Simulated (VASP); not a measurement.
Write the native input for VASP 6.6.1 that does the following.

```yaml
Task: relaxation of cell and atoms
Functional: LDA
Potentials_or_basis: VASP PAW LDA potentials, release 64 (Cu_sv_GW)
Cutoff: 700 eV
k_mesh: 11 × 11 × 3
Occupations: methfessel-paxton, width 0.1 eV
Spin: no spin polarisation
Dipole_correction: no
Further_INCAR_settings: ALGO = Normal; EDIFF = 1e-07; IBRION = 2; EDIFFG = -0.01; NSW = 80; ISIF = 3
```

The structure of Cu lies in POSCAR:

```
Cu
1.0
    2.5307640300      0.0000000000      0.0000000000
   -1.2653820150      2.1917059410      0.0000000000
    0.0000000000      0.0000000000      8.2618150800
Cu
4
Direct
    0.0000000000      0.0000000000      0.0000000000
    0.0000000000      0.0000000000      0.5000000000
    0.3333333333      0.6666666667      0.2500000000
    0.6666666667      0.3333333333      0.7500000000
```

This isn't the form of Cu at room conditions, which is fcc.

These files were run (other wordings do the same):

INCAR

```
PREC = Accurate
ENCUT = 700
EDIFF = 1E-7
ISMEAR = 1
SIGMA = 0.1
LREAL = False
LASPH = True
NELM = 120
ALGO = Normal
ISIF = 3
LWAVE = False
LCHARG = False
IBRION = 2
NSW = 80
EDIFFG = -0.01
GGA_COMPAT = False
NELMIN = 4
```

KPOINTS

```
Automatic mesh
0
Gamma
  11 11 3
```

Potentials or basis: VASP PAW LDA potentials, release 64 (Cu_sv_GW).

Command:

```bash
$ cat potpaw_LDA.64/Cu_sv_GW/POTCAR > POTCAR
$ mpirun -np 1 vasp_std > vasp.out
```

It gave:

```yaml
Relaxed_volume: 10.66 Å³/atom
Relaxed_cell: a = 2.466 Å, b = 2.466 Å, c = 8.101 Å, α = 90.00°, β = 90.00°, γ = 120.00°
Space_group_after_relaxing_to_0.1_Å: P6_3/mmc (No. 194)
Energy_gained_by_relaxing: 35.3 meV/atom
Ionic_steps: 6
Pressure_after_relaxing: 0.1 GPa
Band_gap_on_the_k_mesh: zero (bands 38 and 39 overlap by 4.73 eV)
```

Run time: 4.9 min on 1 thread of Intel(R) Xeon(R) 6975P-C (Granite Rapids), on a shared host, peak memory 0.23 GiB.
